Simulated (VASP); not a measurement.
Wanted: the native input for a VASP 6.6.1 run.

| Item | Value |
| --- | --- |
| Task | single point |
| Functional | r2SCAN |
| Potentials or basis | VASP PAW PBE potentials, release 64 (Mo_sv) |
| Cutoff | 520 eV |
| k mesh | 18 × 18 × 18 |
| Occupations | gaussian, width 0.1 eV |
| Spin | no spin polarisation |
| Dipole correction | no |
| Further INCAR settings | ALGO = Normal; EDIFF = 1e-06; NBANDS = 13 |

Crystal: Mo.

```
Mo
1.0
    -1.59083    1.59083    1.59083
     1.59083   -1.59083    1.59083
     1.59083    1.59083   -1.59083
Mo
1
Direct
  0.00000 0.00000 0.00000
```

These files were run (other wordings do the same):

POSCAR

```
Mo
1.0
   -1.5908333910      1.5908333910      1.5908333910
    1.5908333910     -1.5908333910      1.5908333910
    1.5908333910      1.5908333910     -1.5908333910
Mo
1
Direct
    0.0000000000      0.0000000000      0.0000000000
```

INCAR.step1

```
PREC = Accurate
ENCUT = 520
ISMEAR = 0
SIGMA = 0.1
LREAL = F
LASPH = T
NELM = 80
NBANDS = 13
GGA = PE
ALGO = Normal
EDIFF = 1E-4
LWAVE = T
LCHARG = F
```

INCAR.step2

```
PREC = Accurate
ENCUT = 520
EDIFF = 1E-6
ISMEAR = 0
SIGMA = 0.1
LREAL = F
LASPH = T
NELM = 80
ALGO = Normal
ISIF = 2
LWAVE = F
LCHARG = F
METAGGA = R2SCAN
LMIXTAU = T
NBANDS = 13
ISTART = 1
```

KPOINTS

```
Automatic mesh
0
Gamma
  18 18 18
```

Potentials or basis: VASP PAW PBE potentials, release 64 (Mo_sv).

Run with:

```bash
$ cat potpaw_PBE.64/Mo_sv/POTCAR > POTCAR
$ cp INCAR.step1 INCAR
$ mpirun -np 1 vasp_std > vasp.out
$ cp INCAR.step2 INCAR
$ mpirun -np 1 vasp_std > vasp.out
```

It gave:

```
Pressure               : -6.5 GPa
Band gap on the k mesh : zero (bands 7 and 8 overlap by 5.34 eV)
```

Caveat: the cell stands under tension; the PAW data sets were made with another functional, which shifts forces and pressure a little.

Run time: 65 s on 1 thread of Intel(R) Xeon(R) Platinum 8375C CPU @ 2.90GHz (Ice Lake) (shared host), peak memory 0.15 GiB.
